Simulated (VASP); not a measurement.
Set up this calculation in VASP 6.6.1, as the native input.

```yaml
Task: single point
Functional: PBE
Potentials_or_basis: VASP PAW PBE potentials, release 64 (Li_sv, Nb_sv, O)
Cutoff: 520 eV
k_mesh: 6 × 6 × 6
Occupations: gaussian, width 0.05 eV
Spin: no spin polarisation
Dipole_correction: no
Further_INCAR_settings: ALGO = Normal; EDIFF = 1e-06; NBANDS = 45
```

The structure of LiNbO3 lies in POSCAR:

```
LiNbO3
1.0
    2.5048192932      1.4461580933      4.9986173815
   -2.5048192932      1.4461580933      4.9986173815
    0.0000000000     -2.8923161864      4.9986173816
Li Nb O
2 2 6
Direct
    0.2500000000      0.2500000000      0.2500000000
    0.7500000000      0.7500000000      0.7500000000
    0.0000000000      0.0000000000      0.0000000000
    0.5000000000      0.5000000000      0.5000000000
    0.1303353734      0.3696646266      0.7500000000
    0.7500000000      0.1303353734      0.3696646266
    0.3696646266      0.7500000000      0.1303353734
    0.8696646266      0.6303353734      0.2500000000
    0.2500000000      0.8696646266      0.6303353734
    0.6303353734      0.2500000000      0.8696646266
```

This cell differs from its parent crystal: atoms shifted along a free coordinate, c/a of the conventional cell at fixed volume 2.9934.

One way to write it, as run:

INCAR

```
SYSTEM = LiNbO3
ALGO = Normal
EDIFF = 1E-6
ENCUT = 520
GGA = PE
ISIF = 2
ISMEAR = 0
LASPH = .TRUE.
LCHARG = .TRUE.
LELF = .TRUE.
LREAL = .FALSE.
LVHAR = .TRUE.
LWAVE = .FALSE.
NBANDS = 45
NELM = 100
PREC = Accurate
SIGMA = 0.05
```

KPOINTS

```
k-points
0
G
  6 6 6
  0 0 0
```

Potentials or basis: VASP PAW PBE potentials, release 64 (Li_sv, Nb_sv, O).

Run with:

```console
$ cat potpaw_PBE.64/Li_sv/POTCAR potpaw_PBE.64/Nb_sv/POTCAR potpaw_PBE.64/O/POTCAR > POTCAR
$ mpirun -np 1 vasp_std > vasp.out
```

Results of the run:

```yaml
Largest_force: 0.098 eV/Å
Band_gap_on_the_k_mesh: 2.18 eV (least direct gap 2.26 eV)
```

Wall time 2.3 min on 1 thread of Intel(R) Xeon(R) 6975P-C (Granite Rapids) (shared host), peak memory 0.37 GiB.
